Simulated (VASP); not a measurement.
# Mg (I4/mmm) in VASP: notebook, part 2 of 2

VASP 6.6.1.

### Step 3. Relaxation of cell and atoms, LDA

This run uses another cell than the first one, of 23.00 Å³/atom.

INCAR

```
  ALGO = Fast
  EDIFF = 1E-6
  EDIFFG = -0.001
  ENCUT = 600
  GGA = CA
  IBRION = 2
  ISIF = 3
  ISMEAR = -1
  LASPH = T
  LCHARG = F
  LREAL = F
  LWAVE = F
  NELM = 100
  NSW = 80
  PREC = Accurate
  SIGMA = 0.15
```

KPOINTS

```
k-points
0
Gamma
  16 16 16
```

POSCAR

```
Mg
1.0
   -1.8241270502      1.8241270502      1.7281581526
    1.8241270502     -1.8241270502      1.7281581526
    1.8241270502      1.8241270502     -1.7281581526
Mg
1
Direct
    0.0000000000      0.0000000000      0.0000000000
```

Potentials or basis: VASP PAW LDA potentials, release 64 (Mg).

The run is started by

```
> cat potpaw_LDA.64/Mg/POTCAR > POTCAR
> mpirun -np 1 vasp_std > vasp.out
```

OUTCAR:

```text
EDIFF = 1E-6
   EDIFFG = -0.001
   ENCUT = 600
   GGA = CA
   IBRION = 2
   ISIF = 3
   ISMEAR = -1
   LASPH = T
   LREAL = F
   NELM = 100
   NSW = 80
   PREC = Accurate

 ion  position               nearest neighbor table
   1  0.000  0.000  0.000-

  LATTYP: Found a body centered tetragonal cell.
 ALAT       =     3.6482541004
 C/A-ratio  =     0.9473891374

  Lattice vectors:

 A1 = (  -1.8241270502,   1.8241270502,   1.7281581526)
 A2 = (   1.8241270502,  -1.8241270502,   1.7281581526)
 A3 = (   1.8241270502,   1.8241270502,  -1.7281581526)

Analysis of symmetry for initial positions (statically):
=====================================================================
 Subroutine PRICEL returns:
 Original cell was already a primitive cell.

 Routine SETGRP: Setting up the symmetry group for a
 body centered tetragonal supercell.

 Subroutine GETGRP returns: Found 16 space group operations
 (whereof 16 operations were pure point group operations)
 out of a pool of 16 trial point group operations.

The static configuration has the point symmetry D_4h.

Analysis of symmetry for dynamics (positions and initial velocities):
=====================================================================
 Subroutine PRICEL returns:
 Original cell was already a primitive cell.

 Routine SETGRP: Setting up the symmetry group for a
 body centered tetragonal supercell.

 Subroutine GETGRP returns: Found 16 space group operations
 (whereof 16 operations were pure point group operations)
 out of a pool of 16 trial point group operations.

The dynamic configuration has the point symmetry D_4h.

 Subroutine INISYM returns: Found 16 space group operations
 (whereof 16 operations are pure point group operations),
 and found     1 'primitive' translations

----------------------------------------------------------------------------------------

                                     Primitive cell

  volume of cell :      23.0014

  direct lattice vectors                    reciprocal lattice vectors
    -1.824127050  1.824127050  1.728158153     0.000000000  0.274103714  0.289325372
     1.824127050 -1.824127050  1.728158153     0.274103714  0.000000000  0.289325372
     1.824127050  1.824127050 -1.728158153     0.274103714  0.274103714  0.000000000

  length of vectors
     3.105061930  3.105061930  3.105061930     0.398549893  0.398549893  0.387641190

  position of ions in fractional coordinates (direct lattice)
     0.000000000  0.000000000  0.000000000

  ion indices of the primitive-cell ions
   primitive index   ion index
                 1           1

----------------------------------------------------------------------------------------

 KPOINTS: k-points

Automatic generation of k-mesh.
 Grid dimensions read from file:
 generate k-points for:   16   16   16

 Generating k-lattice:

  Cartesian coordinates                     Fractional coordinates (reciprocal lattice)
     0.000000000  0.017131482  0.018082836     0.062500000 -0.000000000  0.000000000
     0.017131482  0.000000000  0.018082836    -0.000000000  0.062500000  0.000000000
[... 55 lines left out ...]
   LASPH  =      T    aspherical Exc in radial PAW
   ENCUT  =  600.0 eV  44.10 Ry    6.64 a.u.   6.20  6.20  6.20*2*pi/ulx,y,z
   NELM   =    100;   NELMIN=  2; NELMDL= -5     # of ELM steps
   EDIFF  = 0.1E-05   stopping-criterion for ELM
   LREAL  =      F    real-space projection
   EDIFFG = -.1E-02   stopping-criterion for IOM
   NSW    =     80    number of steps for IOM
   IBRION =      2    ionic relax: 0-MD 1-quasi-New 2-CG
   NFREE  =      1    steps in history (QN), initial steepest desc. (CG)
   ISIF   =      3    stress and relaxation
   ISYM   =      2    0-nonsym 1-usesym 2-fastsym
   POTIM  = 0.5000    time-step for ionic-motion
   TEBEG  =    0.0;   TEEND  =   0.0 temperature during run
   PSTRESS=    0.0 pullay stress
   NELECT =       2.0000    total number of electrons
   NUPDOWN=      -1.0000    fix difference up-down
   EMIN   =  10.00;   EMAX   =-10.00  energy-range for DOS
   EFERMI =   0.00;   METHOD = LEGACY
   ISMEAR =    -1;   SIGMA  =   0.15  broadening in eV -4-tet -1-fermi 0-gaus
   EFERMI_NEDOS =   21; number of points for ismear=-14 and -15
   IALGO  =     68    algorithm
   IMIX   =      4    mixing-type and parameters
     AMIX     =   0.40;   BMIX     =  1.00
     AMIX_MAG =   1.60;   BMIX_MAG =  1.00
  volume/ion in A,a.u.               =      23.00       155.22
  Fermi-wavevector in a.u.,A,eV,Ry     =   0.725271  1.370563  7.156909  0.526018
  Thomas-Fermi vector in A             =   1.815951
   LORBIT       =      0    0 simple, 1 ext, 2 COOP (PROOUT), +10 PAW based schemes
   GGA     = CA    functional components
   LHFCALC =     F    Hartree Fock is set to
   AEXX    =    0.0000 exact exchange contribution
   IVDW    =     0    specifies the selected vdW correction
   LEPSILON=     F    determine dielectric tensor
   LRPA    =     F    only Hartree local field effects (RPA)
 conjugate gradient relaxation of ions
 non-spin polarized calculation
 RMM-DIIS sequential band-by-band and
  energy-cutoff  :      600.00
  volume of cell :       23.00
 maximum number of plane-waves:       791
 NGX is ok and might be reduce to    28
   NGX = 13   NGY = 13   NGZ = 13

--------------------------------------- Ionic step        1  -------------------------------------------

 number of electron       2.0000000 magnetization

 Free energy of the ion-electron system (eV)
  ---------------------------------------------------
  ext. energy  EPLUGINS =         0.00000000
  ---------------------------------------------------
  free energy    TOTEN  =        -1.78476102 eV

  energy without entropy =       -1.75269622  energy(sigma->0) =       -1.76872862

------------------------ aborting loop because EDIFF is reached ----------------------------------------

  FORCE on cell =-STRESS in cart. coord.  units (eV):
  Direction    XX          YY          ZZ          XY          YZ          ZX
  --------------------------------------------------------------------------------------
  -------------------------------------------------------------------------------------
  Total       -0.3348281     -0.3348281     -0.3493589      0.0000000     -0.0000000      0.0000000
  in kB      -23.3226980    -23.3226980    -24.3348518      0.0000000     -0.0000000      0.0000000
  external PRESSURE =     -23.6600826 kB  Pullay stress =       0.0000000 kB
[... 86 lines left out ...]
  FREE ENERGIE OF THE ION-ELECTRON SYSTEM (eV)
  ---------------------------------------------------
  free  energy   TOTEN  =        -1.7967667486 eV

  energy  without entropy=       -1.7659589444  energy(sigma->0) =       -1.78136285

[... ionic steps 4 to 17 ...]

--------------------------------------- Ionic step       18  -------------------------------------------

 number of electron       2.0000000 magnetization

------------------------ aborting loop because EDIFF is reached ----------------------------------------
[... 65 lines left out ...]
--------------------------------------- Ionic step       20  -------------------------------------------

 number of electron       2.0000000 magnetization

 Free energy of the ion-electron system (eV)
  ---------------------------------------------------
  ext. energy  EPLUGINS =         0.00000000
  ---------------------------------------------------
  free energy    TOTEN  =        -1.79683685 eV

  energy without entropy =       -1.76597757  energy(sigma->0) =       -1.78140721

 E-fermi :   2.8612     XC(G=0):  -8.9053

 val. band max:        2.8547619123   @ k =   0.3125   0.3125   0.1875
 cond. band min:       2.8683534321   @ k =  -0.4375  -0.4375   0.1875
 fundamental gap:      0.0135915198
 Fermi energy:         2.8611785399

 k-point     1 :       0.0000    0.0000    0.0000
  band No.  band energies     occupation
      1      -4.3818      2.00000
      2      16.2152      0.00000
      3      16.2152      0.00000
      4      16.2640      0.00000
      5      18.4263      0.00000
[... 177 lines left out ...]
 k-point    24 :      -0.0625    0.0625    0.0000
  band No.  band energies     occupation
      1      -4.2856      2.00000
      2      15.1805      0.00000
      3      15.7437      0.00000
      4      15.7820      0.00000
      5      17.6502      0.00000

 [... further k-points ...]

------------------------ aborting loop because EDIFF is reached ----------------------------------------

  FORCE on cell =-STRESS in cart. coord.  units (eV):
  Direction    XX          YY          ZZ          XY          YZ          ZX
  --------------------------------------------------------------------------------------
  -------------------------------------------------------------------------------------
  Total       -0.0001346     -0.0001346     -0.0004493      0.0000000      0.0000000      0.0000000
  in kB       -0.0100525     -0.0100525     -0.0335630      0.0000000      0.0000000      0.0000000
  external PRESSURE =      -0.0178894 kB  Pullay stress =       0.0000000 kB
[... 16 lines left out ...]
  FREE ENERGIE OF THE ION-ELECTRON SYSTEM (eV)
  ---------------------------------------------------
  free  energy   TOTEN  =        -1.7968368468 eV

  energy  without entropy=       -1.7659775745  energy(sigma->0) =       -1.78140721

 reached required accuracy - stopping structural energy minimisation
```

OSZICAR:

```text
N       E                     dE             d eps       ncg     rms          rms(c)
DAV:   1    -0.814868954123E+00   -0.81487E+00   -0.86354E+02  3670   0.311E+02
DAV:   2    -0.179081519964E+01   -0.97595E+00   -0.93212E+00  4265   0.170E+01
DAV:   3    -0.179650837552E+01   -0.56932E-02   -0.56783E-02  4885   0.150E+00
DAV:   4    -0.179651724178E+01   -0.88663E-05   -0.88660E-05  4830   0.467E-02
[... 87 lines left out ...]
RMM:   2    -0.179683620241E+01   -0.53568E-08   -0.92276E-08  1788   0.210E-03
  19 F= -.17968362E+01 E0= -.17814075E+01  d E =-.731369E-06
       N       E                     dE             d eps       ncg     rms          rms(c)
DAV:   1    -0.179683682482E+01   -0.62777E-06   -0.82032E-05  4975   0.428E-02    0.259E-03
RMM:   2    -0.179683684679E+01   -0.21967E-07   -0.39121E-07  2260   0.426E-03
  20 F= -.17968368E+01 E0= -.17814072E+01  d E =-.137574E-05
```

Run time: 2.4 min. Hardware: 1 thread of Intel Xeon Platinum 8488C (Sapphire Rapids), shared host; peak memory 0.2 GiB.

Results:

| Item | Value |
| --- | --- |
| Free energy | -1.7968 eV |
| Relaxed volume | 21.45 Å³/atom |
| Relaxed cell | a = 3.032 Å, b = 3.032 Å, c = 3.032 Å, α = 109.54°, β = 109.54°, γ = 109.34° |
| Space group after relaxing (to 0.1 Å) | Im-3m (No. 229) |
| Energy gained by relaxing | 12.1 meV/atom |
| Ionic steps | 20 |
| Pressure after relaxing | 0.0 GPa |
| Band gap on the k mesh | zero (bands 1 and 2 overlap by 4.92 eV) |

The path:
```tsv
step	energy change (eV)	largest force (eV/Å)	pressure (GPa)	volume (Å³)
1	0.0000	0.0000	-2.37	23.00
2	-0.0110	0.0000	-0.74	21.89
3	-0.0120	0.0000	-0.03	21.48
4	-0.0120	0.0000	0.02	21.46
5	-0.0120	0.0000	0.01	21.47
6	-0.0120	0.0000	-0.01	21.48
7	-0.0120	0.0000	-0.01	21.48
8	-0.0120	0.0000	-0.01	21.48
9	-0.0120	0.0000	-0.02	21.47
10	-0.0120	0.0000	-0.01	21.47
11	-0.0120	0.0000	-0.01	21.46
12	-0.0121	0.0000	0.02	21.44
13	-0.0120	0.0000	0.16	21.37
14	-0.0121	0.0000	0.06	21.41
15	-0.0121	0.0000	0.05	21.42
16	-0.0121	0.0000	0.02	21.44
17	-0.0121	0.0000	0.01	21.44
18	-0.0121	0.0000	0.01	21.44
19	-0.0121	0.0000	0.01	21.44
20	-0.0121	0.0000	0.00	21.45
```

Final structure:
```yaml
crystal:
  lattice:
    - [-1.74888, 1.74888, 1.75306]
    - [1.74888, -1.74888, 1.75306]
    - [1.74888, 1.74888, -1.75306]
  atoms:
    - { symbol: Mg, position: [0.00000, 0.00000, 0.00000] }
```

Levels at points of the mesh, in eV from the Fermi level:
| k point | band 1 | band 2 | band 3 | band 4 | band 5 |
| --- | --- | --- | --- | --- | --- |
| (0.00, 0.00, 0.00) | -7.24 | 13.35 | 13.35 | 13.40 | 15.57 |
| (0.50, 0.00, 0.00) | -1.57 | -0.95 | 8.87 | 9.72 | 10.63 |
| (0.50, 0.50, 0.00) | -1.56 | -0.93 | 8.83 | 9.68 | 10.59 |
| (0.50, 0.50, 0.50) | 3.97 | 4.02 | 4.02 | 4.06 | 4.09 |
